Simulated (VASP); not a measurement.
A run of VASP 6.6.1 is set up as follows.

The input INCAR:

```
SYSTEM = NaI
PREC = Accurate ; ENCUT = 520
EDIFF = 1E-6 ; ISMEAR = -1
SIGMA = 0.05 ; LREAL = .FALSE.
LASPH = .TRUE. ; NELM = 60
ALGO = Normal ; ISIF = 2
LWAVE = .FALSE. ; LCHARG = .TRUE.
LELF = .TRUE. ; LVHAR = .TRUE.
NBANDS = 14
```

The input KPOINTS:

```
Automatic mesh
0
G
  7 7 7
  0 0 0
```

The input POSCAR:

```
NaI
1.0
    0.0000000000      3.2998749385      3.2998749385
    3.2998749385      0.0000000000      3.2998749385
    3.2998749385      3.2998749385      0.0000000000
I Na
1 1
Direct
    0.5000000000      0.5000000000      0.5000000000
    0.0000000000      0.0000000000      0.0000000000
```

Potentials or basis: VASP PAW LDA potentials, release 64 (I, Na_pv).

Launch:

```sh
$ cat potpaw_LDA.64/I/POTCAR potpaw_LDA.64/Na_pv/POTCAR > POTCAR
$ mpirun -np 1 vasp_std > vasp.out
```

Problem. Estimate the pressure.

Solution. -2.2 GPa.

Problem. What does it give for the band gap on the k mesh?

Solution. 3.20 eV, direct.

Caveat: spin-orbit coupling is left out, which moves the levels of the heavy elements. As with any semilocal functional, this LDA gap is likely too small.
